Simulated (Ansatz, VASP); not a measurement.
One calculation of Br, two programs

```
CELL_PARAMETERS angstrom
3.98208 0.00000 0.00000
-1.99104 3.44859 0.00000
0.00000 0.00000 2.59882
ATOMIC_POSITIONS crystal
Br 0.00000 0.00000 0.00000
```

Alike in both runs: functional PBE; k mesh 15 × 15 × 14; occupations fermi-dirac, width 0.1 eV; no spin polarisation.

Ansatz relaxed the structure, and its values are those at the end. VASP's run is a single point on that final structure, the one shown.

|  | VASP | Ansatz |
| --- | --- | --- |
| version | VASP 6.6.1 | Ansatz 0.2.0 |
| potentials or method | VASP PAW PBE potentials, release 64 (Br) | PAW with Ansatz's default frozen-core files, scalar-relativistic |
| plane-wave cutoff (eV) | 520 | 420 |
| valence electrons in the cell | 7 | 7 |

```tsv
	VASP	Ansatz	Ansatz less VASP
pressure (GPa)	0.0	0.0	-0.01
```
